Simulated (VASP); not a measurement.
# MoS2 (P-3m1) in VASP: further runs, part 3 of 3

VASP 6.6.1.

### Step 5. Single point, PBEsol

This run uses another cell than the first one, of 18.51 Å³/atom.

Input file INCAR:

```
PREC = Accurate
ENCUT = 520
EDIFF = 1E-6
ISMEAR = -1
SIGMA = 0.1
LREAL = F
LASPH = T
NELM = 100
ALGO = Normal
ISIF = 2
LWAVE = F
LCHARG = T
GGA = PS
LELF = T
LVHAR = T
NBANDS = 20
```

Input file KPOINTS:

```
regular mesh
0
Gamma
  10 10 5
```

Input file POSCAR:

```
MoS2
1.0
    3.2003372051      0.0000000000      0.0000000000
   -1.6001686025      2.7715809063      0.0000000000
    0.0000000000      0.0000000000      6.2594215256
Mo S
1 2
Direct
    0.0000000000      0.0000000000      0.5000000000
    0.3333333333      0.6666666667      0.2553200000
    0.6666666667      0.3333333333      0.7446800000
```

Potentials or basis: VASP PAW PBE potentials, release 64 (Mo_sv, S).

Started as:

```sh
$ cat potpaw_PBE.64/Mo_sv/POTCAR potpaw_PBE.64/S/POTCAR > POTCAR
$ mpirun -np 1 vasp_std > vasp.out
```

OUTCAR:

```text
PREC = Accurate
   ENCUT = 520
   EDIFF = 1E-6
   ISMEAR = -1
   LREAL = F
   LASPH = T
   NELM = 100
   ISIF = 2
   GGA = PS

 ion  position               nearest neighbor table
   1  0.000  0.000  0.500-   2 2.40   3 2.40   3 2.40   2 2.40   3 2.40   2 2.40
   2  0.333  0.667  0.255-   1 2.40   1 2.40   1 2.40
   3  0.667  0.333  0.745-   1 2.40   1 2.40   1 2.40

  LATTYP: Found a hexagonal cell.
 ALAT       =     3.2003372051
 C/A-ratio  =     1.9558631246

  Lattice vectors:

 A1 = (   3.2003372051,   0.0000000000,   0.0000000000)
 A2 = (  -1.6001686025,   2.7715809063,   0.0000000000)
 A3 = (   0.0000000000,   0.0000000000,   6.2594215256)

Analysis of symmetry for initial positions (statically):
=====================================================================
 Subroutine PRICEL returns:
 Original cell was already a primitive cell.

 Routine SETGRP: Setting up the symmetry group for a
 hexagonal supercell.

 Subroutine GETGRP returns: Found 12 space group operations
 (whereof 12 operations were pure point group operations)
 out of a pool of 24 trial point group operations.

The static configuration has the point symmetry D_3d.

Analysis of symmetry for dynamics (positions and initial velocities):
=====================================================================
 Subroutine PRICEL returns:
 Original cell was already a primitive cell.

 Routine SETGRP: Setting up the symmetry group for a
 hexagonal supercell.

 Subroutine GETGRP returns: Found 12 space group operations
 (whereof 12 operations were pure point group operations)
 out of a pool of 24 trial point group operations.

The dynamic configuration has the point symmetry D_3d.

 Subroutine INISYM returns: Found 12 space group operations
 (whereof 12 operations are pure point group operations),
 and found     1 'primitive' translations

----------------------------------------------------------------------------------------

                                     Primitive cell

  volume of cell :      55.5210

  direct lattice vectors                    reciprocal lattice vectors
     3.200337205  0.000000000  0.000000000     0.312467073  0.180402455  0.000000000
    -1.600168602  2.771580906  0.000000000     0.000000000  0.360804910  0.000000000
     0.000000000  0.000000000  6.259421526     0.000000000  0.000000000  0.159759172

  length of vectors
     3.200337205  3.200343775  6.259421526     0.360805651  0.360804910  0.159759172

  position of ions in fractional coordinates (direct lattice)
     0.000000000  0.000000000  0.500000000
     0.333333333  0.666666667  0.255320000
     0.666666667  0.333333333  0.744680000

  ion indices of the primitive-cell ions
   primitive index   ion index
                 1           1
                 2           2
                 3           3

----------------------------------------------------------------------------------------

 KPOINTS: regular mesh

Automatic generation of k-mesh.
 Grid dimensions read from file:
 generate k-points for:   10   10    5

 Generating k-lattice:

  Cartesian coordinates                     Fractional coordinates (reciprocal lattice)
     0.031246707  0.018040246  0.000000000     0.100000000 -0.000000000  0.000000000
     0.000000000  0.036080491  0.000000000     0.000000000  0.100000000  0.000000000
     0.000000000  0.000000000  0.031951834     0.000000000  0.000000000  0.200000000

  Length of vectors
     0.036080565  0.036080491  0.031951834

  Shift w.r.t. Gamma in fractional coordinates (k-lattice)
     0.000000000  0.000000000  0.000000000

 Subroutine IBZKPT returns following result:
 ===========================================

 Found     58 irreducible k-points:

 Following reciprocal coordinates:
            Coordinates               Weight
  0.000000  0.000000  0.000000      1.000000
  0.100000  0.000000  0.000000      6.000000
  0.200000  0.000000  0.000000      6.000000
  0.300000 -0.000000  0.000000      6.000000
  0.400000  0.000000  0.000000      6.000000
  0.500000  0.000000  0.000000      3.000000
[... 16 lines left out ...]
  0.000000  0.400000  0.200000      6.000000
  0.500000  0.000000  0.200000      6.000000
 [... further k-points ...]
   k-points           NKPTS =     58   k-points in BZ     NKDIM =     58   number of bands    NBANDS=     20
   number of dos      NEDOS =    301   number of ions     NIONS =      3
   total plane-waves  NPLWV =  27648
   dimension x,y,z NGX =    24 NGY =   24 NGZ =   48
   dimension x,y,z NGXF=    48 NGYF=   48 NGZF=   96
   ions per type =               1   2
   NGX,Y,Z   is equivalent  to a cutoff of  12.47, 12.47, 12.75 a.u.
   NGXF,Y,Z  is equivalent  to a cutoff of  24.93, 24.93, 25.50 a.u.
 SYSTEM =  unknown system
   PREC   = accura    normal or accurate (medium, high low for compatibility)
   ISTART =      0    job   : 0-new  1-cont  2-samecut
   ICHARG =      2    charge: 1-file 2-atom 10-const
   ISPIN  =      1    spin polarized calculation?
   LNONCOLLINEAR =      F non collinear calculations
   LSORBIT =      F    spin-orbit coupling
   LASPH  =      T    aspherical Exc in radial PAW
   ENCUT  =  520.0 eV  38.22 Ry    6.18 a.u.   5.95  5.95 11.64*2*pi/ulx,y,z
   NELM   =    100;   NELMIN=  2; NELMDL= -5     # of ELM steps
   EDIFF  = 0.1E-05   stopping-criterion for ELM
   LREAL  =      F    real-space projection
   EDIFFG = 0.1E-04   stopping-criterion for IOM
   NSW    =      0    number of steps for IOM
   IBRION =     -1    ionic relax: 0-MD 1-quasi-New 2-CG
   NFREE  =      0    steps in history (QN), initial steepest desc. (CG)
   ISIF   =      2    stress and relaxation
   ISYM   =      2    0-nonsym 1-usesym 2-fastsym
   POTIM  = 0.5000    time-step for ionic-motion
   TEBEG  =    0.0;   TEEND  =   0.0 temperature during run
   PSTRESS=    0.0 pullay stress
   NELECT =      26.0000    total number of electrons
   NUPDOWN=      -1.0000    fix difference up-down
   EMIN   =  10.00;   EMAX   =-10.00  energy-range for DOS
   EFERMI =   0.00;   METHOD = LEGACY
   ISMEAR =    -1;   SIGMA  =   0.10  broadening in eV -4-tet -1-fermi 0-gaus
   EFERMI_NEDOS =   21; number of points for ismear=-14 and -15
   IALGO  =     38    algorithm
   IMIX   =      4    mixing-type and parameters
     AMIX     =   0.40;   BMIX     =  1.00
     AMIX_MAG =   1.60;   BMIX_MAG =  1.00
  volume/ion in A,a.u.               =      18.51       124.89
  Fermi-wavevector in a.u.,A,eV,Ry     =   1.271296  2.402402 21.989658  1.616194
  Thomas-Fermi vector in A             =   2.404237
   LORBIT       =      0    0 simple, 1 ext, 2 COOP (PROOUT), +10 PAW based schemes
   GGA     = PS    functional components
   LHFCALC =     F    Hartree Fock is set to
   AEXX    =    0.0000 exact exchange contribution
   IVDW    =     0    specifies the selected vdW correction
   LEPSILON=     F    determine dielectric tensor
   LRPA    =     F    only Hartree local field effects (RPA)
 non-spin polarized calculation
  energy-cutoff  :      520.00
  volume of cell :       55.52
 maximum number of plane-waves:      1520
   NGX = 11   NGY = 11   NGZ = 23

 number of electron      26.0000000 magnetization

 Free energy of the ion-electron system (eV)
  ---------------------------------------------------
  ext. energy  EPLUGINS =         0.00000000
  ---------------------------------------------------
  free energy    TOTEN  =       -22.60331929 eV

  energy without entropy =      -22.56406694  energy(sigma->0) =      -22.58369312

 E-fermi :   7.1630     XC(G=0): -10.7482

 val. band max:        7.1172066995   @ k =   0.1000   0.0000   0.0000
 cond. band min:       7.1738289803   @ k =   0.2000   0.2000   0.4000
 fundamental gap:      0.0566222808
 Fermi energy:         7.1630034143

 k-point     1 :       0.0000    0.0000    0.0000
  band No.  band energies     occupation
      1     -54.5252      2.00000
      2     -28.6142      2.00000
      3     -28.5561      2.00000
      4     -28.5561      2.00000
      5      -7.8338      2.00000
      6      -6.2928      2.00000
[... 12 lines left out ...]
     19      13.4459      0.00000
     20      16.7154      0.00000
[... 507 lines left out ...]
 k-point    24 :       0.5000    0.0000    0.2000
  band No.  band energies     occupation
      1     -54.4893      2.00000
      2     -28.9178      2.00000
      3     -28.6399      2.00000
      4     -28.5402      2.00000
      5      -6.1991      2.00000
      6      -5.4157      2.00000
[... 12 lines left out ...]
     19      13.6232      0.00000
     20      14.8685      0.00000

 [... further k-points ...]

------------------------ aborting loop because EDIFF is reached ----------------------------------------

  FORCE on cell =-STRESS in cart. coord.  units (eV):
  Direction    XX          YY          ZZ          XY          YZ          ZX
  --------------------------------------------------------------------------------------
  -------------------------------------------------------------------------------------
  Total       -0.4621296     -0.4621321      1.0215439     -0.0000000      0.0000000     -0.0000000
  in kB      -13.3357323    -13.3358053     29.4788204     -0.0000000      0.0000000     -0.0000000
  external PRESSURE =       0.9357609 kB  Pullay stress =       0.0000000 kB

 VOLUME and BASIS-vectors are now :
 -----------------------------------------------------------------------------
  energy-cutoff  :      520.00
  volume of cell :       55.52
      direct lattice vectors                 reciprocal lattice vectors
     3.200337205  0.000000000  0.000000000     0.312467073  0.180402455  0.000000000
    -1.600168602  2.771580906  0.000000000     0.000000000  0.360804910  0.000000000
     0.000000000  0.000000000  6.259421526     0.000000000  0.000000000  0.159759172

 POSITION                                       TOTAL-FORCE (eV/Angst)
 -----------------------------------------------------------------------------------
      0.00000      0.00000      3.12971         0.000000      0.000000      0.000000
     -0.00000      1.84772      1.59816         0.000000     -0.000000     -0.435974
      1.60017      0.92386      4.66127        -0.000000      0.000000      0.435974
 -----------------------------------------------------------------------------------
    total drift:                                0.000000      0.000000      0.000000

  FREE ENERGIE OF THE ION-ELECTRON SYSTEM (eV)
  ---------------------------------------------------
  free  energy   TOTEN  =       -22.6033192942 eV

  energy  without entropy=      -22.5640669382  energy(sigma->0) =      -22.58369312
```

OSZICAR:

```text
N       E                     dE             d eps       ncg     rms          rms(c)
DAV:   1     0.191156903929E+03    0.19116E+03   -0.15004E+04  2472   0.123E+03
DAV:   2    -0.168246511861E+02   -0.20798E+03   -0.20340E+03  2932   0.315E+02
DAV:   3    -0.241031473091E+02   -0.72785E+01   -0.71965E+01  2844   0.562E+01
DAV:   4    -0.241885465502E+02   -0.85399E-01   -0.85313E-01  2840   0.644E+00
DAV:   5    -0.241899337472E+02   -0.13872E-02   -0.13870E-02  2916   0.785E-01    0.248E+01
DAV:   6    -0.231067942370E+02    0.10831E+01   -0.13752E+01  2408   0.206E+01    0.933E+00
DAV:   7    -0.227714982633E+02    0.33530E+00   -0.59158E+00  2400   0.128E+01    0.627E+00
DAV:   8    -0.226037811927E+02    0.16772E+00   -0.85359E-01  2584   0.511E+00    0.178E+00
DAV:   9    -0.226049204149E+02   -0.11392E-02   -0.31040E-02  2692   0.106E+00    0.638E-01
DAV:  10    -0.226034377025E+02    0.14827E-02   -0.14760E-02  2540   0.755E-01    0.148E-01
DAV:  11    -0.226033337105E+02    0.10399E-03   -0.89101E-04  2668   0.196E-01    0.487E-02
DAV:  12    -0.226033082982E+02    0.25412E-04   -0.86146E-05  2608   0.600E-02    0.264E-02
DAV:  13    -0.226033195700E+02   -0.11272E-04   -0.28317E-05  2472   0.299E-02    0.106E-02
DAV:  14    -0.226033192942E+02    0.27584E-06   -0.35820E-06  2288   0.111E-02
   1 F= -.22603319E+02 E0= -.22583693E+02  d E =-.392524E-01
```

stdout:

```text
POSCAR found type information on POSCAR MoS
 POSCAR found :  2 types and       3 ions
 scaLAPACK will be used
 -----------------------------------------------------------------------------
|                                                                             |
|                                                                             |
|     You enforced a specific xc type in the INCAR file but a different       |
|     I HOPE YOU KNOW WHAT YOU ARE DOING!                                     |
|                                                                             |
 -----------------------------------------------------------------------------

 LDA part: xc-table for (Slater+PW92), standard interpolation
 POSCAR, INCAR and KPOINTS ok, starting setup
 FFT: planning ... GRIDC
 FFT: planning ... GRID_SOFT
 FFT: planning ... GRID
 WAVECAR not read
 entering main loop
```

Run time: 81 s. Hardware: 1 thread of AMD EPYC 7R13, shared host; peak memory 0.18 GiB.

What came out:

```
Free energy            : -22.6033 eV
Pressure               : 0.1 GPa
Largest force          : 0.436 eV/Å
Band gap on the k mesh : zero (bands 13 and 14 overlap by 0.76 eV)
```

Forces on the atoms (eV/Å):
```
Mo   0.000  0.000  0.000
S    0.000  0.000 -0.436
S    0.000  0.000  0.436
```

Levels at points of the mesh, in eV from the Fermi level:
```csv
k point,band 9,band 10,band 11,band 12,band 13,band 14,band 15,band 16,band 17,band 18
"(0.00, 0.00, 0.00)",-4.16,-1.87,-1.16,-1.01,-1.01,-0.29,-0.29,3.31,3.31,5.99
"(0.50, 0.00, 0.00)",-4.90,-4.22,-3.26,-1.79,-1.79,0.98,1.76,3.76,3.85,5.53
```

Caveat: the PAW data sets were made with another functional, which shifts forces and pressure a little; this functional lacks dispersion, which binds the layers, so the pressure and a relaxed spacing across them are unreliable.

### Step 6. Single point, PBEsol

This run uses another cell than the first one, of 18.98 Å³/atom.

Input file INCAR:

```
ALGO = Normal
EDIFF = 1E-7
ENCUT = 520
GGA = PS
ISIF = 2
ISMEAR = -1
LASPH = T
LCHARG = F
LREAL = F
LWAVE = F
NBANDS = 20
NELM = 60
PREC = Accurate
SIGMA = 0.1
```

Input file KPOINTS:

```
k-points
0
Gamma
  10 10 5
```

Input file POSCAR:

```
MoS2
1.0
    3.2274600000      0.0000000000      0.0000000000
   -1.6137300000      2.7950700000      0.0000000000
    0.0000000000      0.0000000000      6.3124700000
Mo S
1 2
Direct
    0.0000000000      0.0000000000      0.5000000000
    0.3333333333      0.6666666667      0.2553200000
    0.6666666667      0.3333333333      0.7446800000
```

Potentials or basis: VASP PAW PBE potentials, release 64 (Mo_sv, S).

Started as:

```sh
$ cat potpaw_PBE.64/Mo_sv/POTCAR potpaw_PBE.64/S/POTCAR > POTCAR
$ mpirun -np 1 vasp_std > vasp.out
```

Run time: 1.9 min. Hardware: 1 thread of AMD EPYC 7R13, shared host; peak memory 0.18 GiB.

The run converged. Its results:

* Free energy: -22.5893 eV
* Pressure: -3.3 GPa
* Largest force: 0.021 eV/Å
* Band gap on the k mesh: zero (bands 13 and 14 overlap by 0.77 eV)

Forces on the atoms (eV/Å):
```
Mo   0.000  0.000  0.000
S    0.000  0.000 -0.021
S    0.000  0.000  0.021
```

Stress tensor (GPa, compression positive):
```
-4.54  0.00  0.00
 0.00 -4.54  0.00
 0.00  0.00 -0.78
```

Levels at points of the mesh, in eV from the Fermi level:
| k point | band 11 | band 12 | band 13 | band 14 | band 15 | band 16 |
| --- | --- | --- | --- | --- | --- | --- |
| (0.00, 0.00, 0.00) | -1.09 | -0.96 | -0.96 | -0.30 | -0.30 | 3.21 |
| (0.50, 0.00, 0.00) | -3.20 | -1.76 | -1.74 | 0.94 | 1.70 | 3.64 |

Caveat: the cell stands under tension; the PAW data sets were made with another functional, which shifts forces and pressure a little; this functional lacks dispersion, which binds the layers, so the pressure and a relaxed spacing across them are unreliable.

### Step 7. Summary

| cell | gap on the mesh (eV) | pressure (GPa) | largest force (eV/Å) |
| --- | --- | --- | --- |
| a = 3.116, b = 3.116, c = 6.095 Å, angles 90.0, 90.0, 120.0°, 3 atoms | none | 13.6 | 1.95 |
| a = 3.145, b = 3.145, c = 6.151 Å, angles 90.0, 90.0, 120.0°, 3 atoms | none | 8.5 | 1.40 |
| a = 3.173, b = 3.173, c = 6.205 Å, angles 90.0, 90.0, 120.0°, 3 atoms | none | 4.0 | 0.89 |
| a = 3.200, b = 3.200, c = 6.259 Å, angles 90.0, 90.0, 120.0°, 3 atoms | none | 0.1 | 0.44 |
| a = 3.227, b = 3.227, c = 6.312 Å, angles 90.0, 90.0, 120.0°, 3 atoms | none | -3.3 | 0.02 |

Alike in all rows: task single point; level PBEsol; potentials or basis VASP PAW PBE potentials, release 64 (Mo_sv, S); no spin polarisation; k mesh 10 × 10 × 5; cutoff (eV) 520; smearing fermi-dirac 0.1 eV.

Caveats: the PAW data sets were made with another functional, which shifts forces and pressure a little; this functional lacks dispersion, which binds the layers, so the pressure and a relaxed spacing across them are unreliable; the cell stands under pressure (at least some runs); the cell stands under tension (at least some runs).

Absolute energies hang on the potentials; compare differences alone.
